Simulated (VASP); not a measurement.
# Re (P6_3/mmc) in VASP: further runs, part 2 of 2

VASP 6.6.1. Earlier steps stand in the parts before.

## Step 4: Single point, PBE (14.36 Å³/atom)

This run uses another cell than the first one, of 14.36 Å³/atom.

Contents of INCAR:

```
  PREC = Accurate
  ENCUT = 520
  EDIFF = 1E-6
  ISMEAR = -1
  SIGMA = 0.1
  LREAL = F
  LASPH = T
  NELM = 60
  ALGO = Normal
  ISIF = 2
  LWAVE = F
  LCHARG = F
  GGA = PE
  NBANDS = 14
```

Contents of KPOINTS:

```
Automatic mesh
0
Gamma
  21 21 12
```

Contents of POSCAR:

```
Re
1.0
    2.7393407668      0.0000000000      0.0000000000
   -1.3696703834      2.3723386937      0.0000000000
    0.0000000000      0.0000000000      4.4182823014
Re
2
Direct
    0.3333333333      0.6666666667      0.2500000000
    0.6666666667      0.3333333333      0.7500000000
```

Potentials or basis: VASP PAW PBE potentials, release 64 (Re).

On the command line:

```
cat potpaw_PBE.64/Re/POTCAR > POTCAR
mpirun -np 1 vasp_std > vasp.out
```

OUTCAR:

```text
PREC = Accurate
   ENCUT = 520
   EDIFF = 1E-6
   ISMEAR = -1
   LREAL = F
   LASPH = T
   NELM = 60
   ISIF = 2
   GGA = PE

 ion  position               nearest neighbor table
   1  0.333  0.667  0.250-   2 2.72   2 2.72   2 2.72   2 2.72   2 2.72   2 2.72
   2  0.667  0.333  0.750-   1 2.72   1 2.72   1 2.72   1 2.72   1 2.72   1 2.72

  LATTYP: Found a hexagonal cell.
 ALAT       =     2.7393407668
 C/A-ratio  =     1.6128998462

  Lattice vectors:

 A1 = (   2.7393407668,   0.0000000000,   0.0000000000)
 A2 = (  -1.3696703834,   2.3723386937,   0.0000000000)
 A3 = (   0.0000000000,   0.0000000000,   4.4182823014)

Analysis of symmetry for initial positions (statically):
=====================================================================
 Subroutine PRICEL returns:
 Original cell was already a primitive cell.

 Routine SETGRP: Setting up the symmetry group for a
 hexagonal supercell.

 Subroutine GETGRP returns: Found 24 space group operations
 (whereof 12 operations were pure point group operations)
 out of a pool of 24 trial point group operations.

The static configuration has the point symmetry D_3d.
[... 177 lines left out ...]
      7       7.4196      1.99915
      8       8.3726      0.29074
      9       8.3726      0.29074
     10       8.8790      0.00215
     11      11.6734      0.00000
     12      11.6734      0.00000
     13      18.5594      0.00000
     14      22.3631      0.00000
[... 377 lines left out ...]
      1       0.4745      2.00000
      2       3.0791      2.00000
      3       4.7018      2.00000
      4       4.7957      2.00000
      5       6.3849      2.00000
      6       6.6467      2.00000
      7       7.8771      1.92047
      8       8.3865      0.25795
      9       9.0282      0.00048
     10       9.9074      0.00000
     11      12.2781      0.00000
     12      17.2304      0.00000
     13      18.0383      0.00000
     14      23.9352      0.00000

 [... further k-points ...]

------------------------ aborting loop because EDIFF is reached ----------------------------------------

  FORCE on cell =-STRESS in cart. coord.  units (eV):
  Direction    XX          YY          ZZ          XY          YZ          ZX
  --------------------------------------------------------------------------------------
  -------------------------------------------------------------------------------------
  Total        2.8663108      2.8663108      2.8982436      0.0000000      0.0000000      0.0000000
  in kB      159.9402026    159.9402026    161.7220575      0.0000000      0.0000000      0.0000000
  external PRESSURE =     160.5341542 kB  Pullay stress =       0.0000000 kB

 VOLUME and BASIS-vectors are now :
 -----------------------------------------------------------------------------
  energy-cutoff  :      520.00
  volume of cell :       28.71
      direct lattice vectors                 reciprocal lattice vectors
     2.739340767  0.000000000  0.000000000     0.365051334  0.210762486  0.000000000
    -1.369670383  2.372338694  0.000000000     0.000000000  0.421524971  0.000000000
     0.000000000  0.000000000  4.418282301     0.000000000  0.000000000  0.226332301

 POSITION                                       TOTAL-FORCE (eV/Angst)
 -----------------------------------------------------------------------------------
     -0.00000      1.58156      1.10457         0.000000      0.000000      0.000000
      1.36967      0.79078      3.31371        -0.000000      0.000000      0.000000
 -----------------------------------------------------------------------------------
    total drift:                                0.000000     -0.000000     -0.000000

  FREE ENERGIE OF THE ION-ELECTRON SYSTEM (eV)
  ---------------------------------------------------
  free  energy   TOTEN  =       -24.8216010546 eV

  energy  without entropy=      -24.7689728814  energy(sigma->0) =      -24.79528697
```

stdout:

```text
POSCAR found type information on POSCAR Re
 POSCAR found :  1 types and       2 ions
 scaLAPACK will be used
 LDA part: xc-table for (Slater+PW92), standard interpolation
 POSCAR, INCAR and KPOINTS ok, starting setup
 FFT: planning ... GRIDC
 FFT: planning ... GRID_SOFT
 FFT: planning ... GRID
 WAVECAR not read
 entering main loop
```

Wall time 1.9 min (1 thread of Intel Xeon 8259CL, shared host); peak memory 0.23 GiB.

What came out:

* Free energy: -24.8216 eV
* Pressure: 16.1 GPa
* Band gap on the k mesh: zero (bands 7 and 8 overlap by 3.40 eV)

Caveat: the cell stands under pressure; spin-orbit coupling is left out, which moves the levels of the heavy elements.

## Step 5: Single point, PBE

This run uses another cell than the first one, of 14.95 Å³/atom.

Contents of INCAR:

```
PREC     = Accurate       # precision mode
ENCUT    = 520            # plane-wave cutoff, eV
EDIFF    = 1E-7           # SCF threshold, eV
ISMEAR   = -1             # smearing method
SIGMA    = 0.1            # smearing width, eV
LREAL    = F              # projectors in reciprocal space
LASPH    = T              # aspherical terms in the spheres
NELM     = 80             # most SCF steps
ALGO     = Normal         # electronic algorithm
ISIF     = 2              # what is computed and relaxed
LWAVE    = F              # write WAVECAR
LCHARG   = F              # write CHGCAR
GGA      = PE             # functional
NBANDS   = 14             # bands
```

KPOINTS is that of step 4.

Contents of POSCAR:

```
Re
1.0
    2.7768706464      0.0000000000      0.0000000000
   -1.3884353232      2.4048405228      0.0000000000
    0.0000000000      0.0000000000      4.4788142384
Re
2
Direct
    0.3333333333      0.6666666667      0.2500000000
    0.6666666667      0.3333333333      0.7500000000
```

Potentials or basis: VASP PAW PBE potentials, release 64 (Re).

On the command line:

```
cat potpaw_PBE.64/Re/POTCAR > POTCAR
mpirun -np 1 vasp_std > vasp.out
```

OUTCAR:

```text
PREC = Accurate
   ENCUT = 520
   EDIFF = 1E-7
   ISMEAR = -1
   LREAL = F
   LASPH = T
   NELM = 80
   ISIF = 2
   GGA = PE

 ion  position               nearest neighbor table
   1  0.333  0.667  0.250-   2 2.75   2 2.75   2 2.75   2 2.75   2 2.75   2 2.75
   2  0.667  0.333  0.750-   1 2.75   1 2.75   1 2.75   1 2.75   1 2.75   1 2.75

  LATTYP: Found a hexagonal cell.
 ALAT       =     2.7768706464
 C/A-ratio  =     1.6128998462

  Lattice vectors:

 A1 = (   2.7768706464,   0.0000000000,   0.0000000000)
 A2 = (  -1.3884353232,   2.4048405228,   0.0000000000)
 A3 = (   0.0000000000,   0.0000000000,   4.4788142384)

Analysis of symmetry for initial positions (statically):
=====================================================================
 Subroutine PRICEL returns:
 Original cell was already a primitive cell.

 Routine SETGRP: Setting up the symmetry group for a
 hexagonal supercell.

 Subroutine GETGRP returns: Found 24 space group operations
 (whereof 12 operations were pure point group operations)
 out of a pool of 24 trial point group operations.

The static configuration has the point symmetry D_3d.
[... 178 lines left out ...]
      7       6.9652      1.99854
      8       7.8640      0.29243
      9       7.8640      0.29243
     10       8.2851      0.00507
     11      10.9767      0.00000
     12      10.9767      0.00000
     13      17.5033      0.00000
     14      21.8033      0.00000
[... 377 lines left out ...]
      1       0.1587      2.00000
      2       2.8179      2.00000
      3       4.3916      2.00000
      4       4.4640      2.00000
      5       5.9797      2.00000
      6       6.2438      2.00000
      7       7.3784      1.91302
      8       7.8802      0.25411
      9       8.4885      0.00066
     10       9.3047      0.00000
     11      11.5298      0.00000
     12      16.2722      0.00000
     13      17.0024      0.00000
     14      22.8256      0.00000

 [... further k-points ...]

------------------------ aborting loop because EDIFF is reached ----------------------------------------

  FORCE on cell =-STRESS in cart. coord.  units (eV):
  Direction    XX          YY          ZZ          XY          YZ          ZX
  --------------------------------------------------------------------------------------
  -------------------------------------------------------------------------------------
  Total       -0.0930045     -0.0930045     -0.0941217      0.0000000      0.0000000      0.0000000
  in kB       -4.9820691     -4.9820691     -5.0419139      0.0000000      0.0000000      0.0000000
  external PRESSURE =      -5.0020174 kB  Pullay stress =       0.0000000 kB

 VOLUME and BASIS-vectors are now :
 -----------------------------------------------------------------------------
  energy-cutoff  :      520.00
  volume of cell :       29.91
      direct lattice vectors                 reciprocal lattice vectors
     2.776870646  0.000000000  0.000000000     0.360117603  0.207913995  0.000000000
    -1.388435323  2.404840523  0.000000000     0.000000000  0.415827990  0.000000000
     0.000000000  0.000000000  4.478814238     0.000000000  0.000000000  0.223273381

 POSITION                                       TOTAL-FORCE (eV/Angst)
 -----------------------------------------------------------------------------------
     -0.00000      1.60323      1.11970         0.000000      0.000000      0.000000
      1.38844      0.80161      3.35911         0.000000     -0.000000      0.000000
 -----------------------------------------------------------------------------------
    total drift:                               -0.000000      0.000000     -0.000000

  FREE ENERGIE OF THE ION-ELECTRON SYSTEM (eV)
  ---------------------------------------------------
  free  energy   TOTEN  =       -24.8784059786 eV

  energy  without entropy=      -24.8227917035  energy(sigma->0) =      -24.85059884
```

It took 2.7 min on 1 thread of Intel Xeon 8259CL, shared host; peak memory 0.26 GiB.

Results:

| Property | Result |
| --- | --- |
| Free energy | -24.8784 eV |
| Pressure | -0.5 GPa |
| Band gap on the k mesh | zero (bands 7 and 8 overlap by 3.16 eV) |

Caveat: spin-orbit coupling is left out, which moves the levels of the heavy elements.

## Step 6: The runs side by side

| cell | gap on the mesh (eV) | pressure (GPa) |
| --- | --- | --- |
| a = 2.661, b = 2.661, c = 4.292 Å, angles 90.0, 90.0, 120.0°, 2 atoms | none | 62.4 |
| a = 2.701, b = 2.701, c = 4.356 Å, angles 90.0, 90.0, 120.0°, 2 atoms | none | 36.7 |
| a = 2.739, b = 2.739, c = 4.418 Å, angles 90.0, 90.0, 120.0°, 2 atoms | none | 16.1 |
| a = 2.777, b = 2.777, c = 4.479 Å, angles 90.0, 90.0, 120.0°, 2 atoms | none | -0.5 |

Alike in all rows: task single point; level PBE; potentials or basis VASP PAW PBE potentials, release 64 (Re); no spin polarisation; k mesh 21 × 21 × 12; cutoff (eV) 520; smearing fermi-dirac 0.1 eV.

Caveats: spin-orbit coupling is left out, which moves the levels of the heavy elements; the cell stands under pressure (at least some runs).

Total energies depend on the potentials used, so only differences within one code and one set of settings carry meaning.
